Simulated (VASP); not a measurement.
NaF (Villiaumite):

```
CELL_PARAMETERS angstrom
0.00000 2.34974 2.34974
2.34974 0.00000 2.34974
2.34974 2.34974 0.00000
ATOMIC_POSITIONS crystal
Na 0.00000 0.00000 0.00000
F 0.50000 0.50000 0.50000
```

| Item | Value |
| --- | --- |
| Program | VASP 6.6.1 |
| Task | relaxation of cell and atoms |
| Functional | PBEsol |
| Potentials or basis | VASP PAW PBE potentials, release 64 (Na_pv, F) |
| Cutoff | 600 eV |
| k mesh | 8 × 8 × 8 |
| Occupations | gaussian, width 0.02 eV |
| Spin | no spin polarisation |

At the start: pressure -2.1 GPa; volume 12.97 Å³/atom.

Question: How do energy, volume and symmetry change on relaxing?

Answer: Over 4 steps the energy falls by 4.2 meV/atom and the volume is 12.36 Å³/atom (-4.7 %); space group Fm-3m (No. 225, to 0.05 Å).

The path:
```tsv
step	energy change (eV)	largest force (eV/Å)	pressure (GPa)	volume (Å³)
1	0.0000	0.0000	-2.10	25.95
2	-0.0064	0.0000	-1.11	25.31
3	-0.0085	0.0000	-0.10	24.77
4	-0.0085	0.0000	0.03	24.72
```

Final structure:
```
CELL_PARAMETERS angstrom
0.00000 2.31200 2.31200
2.31200 0.00000 2.31200
2.31200 2.31200 0.00000
ATOMIC_POSITIONS crystal
Na 0.00000 0.00000 0.00000
F 0.50000 0.50000 0.50000
```

Caveat: the PAW data sets were made with another functional, which shifts forces and pressure a little.
